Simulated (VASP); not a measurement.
A run of VASP 6.6.1 is set up as follows.

Contents of INCAR:

```
SYSTEM = BaTiO3
  ALGO = Normal
  EDIFF = 1E-6
  ENCUT = 520
  GGA = PE
  ISIF = 2
  ISMEAR = -1
  LASPH = .TRUE.
  LCHARG = .FALSE.
  LREAL = .FALSE.
  LWAVE = .FALSE.
  NBANDS = 28
  NELM = 80
  PREC = Accurate
  SIGMA = 0.02
```

The input KPOINTS:

```
k-points
0
G
  6 6 6
  0 0 0
```

Contents of POSCAR:

```
BaTiO3
1.0
    3.9725052767      0.0000000000      0.0000000000
    0.0000000000      2.8904444971      2.9153853852
    0.0000000000     -2.8904444971      2.9153853852
Ba Ti O
1 1 3
Direct
    0.0000000000      0.0082750941      0.0082750941
    0.5000000000      0.5244580647      0.5244580647
    0.5000000000      0.9731675976      0.4899429166
    0.5000000000      0.4899429166      0.9731675976
    0.0000000000      0.4840563270      0.4840563270
```

Potentials or basis: VASP PAW PBE potentials, release 64 (Ba_sv, Ti_sv, O).

Launch:

```console
$ cat potpaw_PBE.64/Ba_sv/POTCAR potpaw_PBE.64/Ti_sv/POTCAR potpaw_PBE.64/O/POTCAR > POTCAR
$ mpirun -np 1 vasp_std > vasp.out
```

Problem. Estimate the largest force.

Solution. 0.088 eV/Å.

Problem. Estimate the pressure.

Solution. 1.6 GPa.

Problem. Predict the band gap on the k mesh.

Solution. 2.35 eV, indirect (least direct gap 2.89 eV).

Forces in eV/Å, atoms in the order of the input:
```
Ba   0.000  0.000 -0.046
Ti   0.000  0.000 -0.088
O    0.000  0.035  0.056
O    0.000 -0.035  0.056
O    0.000  0.000  0.021
```

Caveat: spin-orbit coupling is left out, which moves the levels of the heavy elements. A k mesh can miss the band edges.
